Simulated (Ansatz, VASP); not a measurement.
One calculation of Ga, two programs

```
Ga
1.0
     0.00000    2.98586    2.98586
     2.98586    0.00000    2.98586
     2.98586    2.98586    0.00000
Ga
2
Cartesian
  0.7465 0.7465 0.7465
  5.2253 5.2253 5.2253
```

Alike in both runs: task single point; functional RPBE; k mesh 10 × 10 × 10; occupations fermi-dirac, width 0.1 eV; no spin polarisation.

```csv
,VASP,Ansatz
version,VASP 6.6.1,Ansatz 0.2.0
potentials or method,"VASP PAW PBE potentials, release 64 (Ga_d), cutoff 520 eV","plane waves (420 eV) with PAW, scalar-relativistic"
valence electrons in the cell,26,26
```

|  | VASP | Ansatz | Ansatz less VASP |
| --- | --- | --- | --- |
| pressure (GPa) | 0.1 | 0.0 | -0.11 |

VASP's potentials were made for PBE, not for RPBE.
